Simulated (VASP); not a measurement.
The system is In3GaP4.

```
Ga In P
1.0
     6.50945   -1.96267    0.00000
     6.50945    1.96267    0.00000
    -1.18354    0.00000    6.69510
Ga In P
1 3 4
Direct
  0.00000 0.00000 0.00000
  0.50000 0.50000 0.50000
  0.25000 0.25000 0.75000
  0.75000 0.75000 0.25000
  0.56250 0.56250 0.18750
  0.06250 0.06250 0.68750
  0.81250 0.81250 0.93750
  0.31250 0.31250 0.43750
```

* Program: VASP 6.6.1
* Task: relaxation of cell and atoms
* Functional: PBE
* Potentials or basis: VASP PAW PBE potentials, release 64 (Ga_d, In_d, P)
* Cutoff: 600 eV
* k mesh: 6 × 6 × 4
* Occupations: fermi-dirac, width 0.02 eV
* Spin: no spin polarisation

At the start: pressure 14.9 GPa; volume 21.38 Å³/atom.

Question: How do energy, volume and symmetry change on relaxing?

Answer: Over 17 steps the energy falls by 181.8 meV/atom and the volume is 24.97 Å³/atom (+16.8 %); space group Cm (No. 8, to 0.1 Å) before and after.

The path:
| step | energy change (eV) | largest force (eV/Å) | pressure (GPa) | volume (Å³) |
| --- | --- | --- | --- | --- |
| 1 | 0.0000 | 1.9068 | 14.90 | 171.07 |
| 2 | -0.9317 | 0.2320 | -5.54 | 225.20 |
| 3 | -1.3694 | 0.6408 | -0.50 | 202.33 |
| 4 | -1.3693 | 0.6562 | -0.32 | 201.67 |
| 5 | -1.4168 | 0.4172 | -0.09 | 200.54 |
| 6 | -1.4454 | 0.1962 | 0.35 | 198.73 |
| 7 | -1.4455 | 0.1963 | 0.33 | 198.84 |
| 8 | -1.4507 | 0.1052 | -0.19 | 200.41 |
| 9 | -1.4507 | 0.1018 | -0.21 | 200.46 |
| 10 | -1.4526 | 0.0440 | -0.02 | 199.81 |
| 11 | -1.4527 | 0.0506 | 0.03 | 199.66 |
| 12 | -1.4532 | 0.0387 | 0.02 | 199.70 |
| 13 | -1.4537 | 0.0366 | -0.02 | 199.84 |
| 14 | -1.4540 | 0.0194 | 0.00 | 199.77 |
| 15 | -1.4540 | 0.0196 | 0.00 | 199.77 |
| 16 | -1.4540 | 0.0079 | -0.01 | 199.78 |
| 17 | -1.4540 | 0.0042 | -0.01 | 199.79 |

Final structure:
```cif
data_structure
_symmetry_space_group_name_H-M 'P 1'
_symmetry_Int_Tables_number 1
_cell_length_a 7.1572
_cell_length_b 7.1572
_cell_length_c 7.1656
_cell_angle_alpha 99.510
_cell_angle_beta 99.510
_cell_angle_gamma 33.544
_cell_volume 199.79
loop_
_atom_site_label
_atom_site_type_symbol
_atom_site_fract_x
_atom_site_fract_y
_atom_site_fract_z
_atom_site_occupancy
Ga1 Ga 0.00011 0.00011 0.99903 1
In1 In 0.49991 0.49991 0.49989 1
In2 In 0.25224 0.25224 0.75589 1
In3 In 0.74731 0.74731 0.24403 1
P1 P 0.55628 0.55628 0.17028 1
P2 P 0.06140 0.06140 0.70292 1
P3 P 0.82294 0.82294 0.94149 1
P4 P 0.30982 0.30982 0.43646 1
```

Caveat: the volume moved by over 15 % at a fixed basis, so the end points are rough; spin-orbit coupling is left out, which moves the levels of the heavy elements.
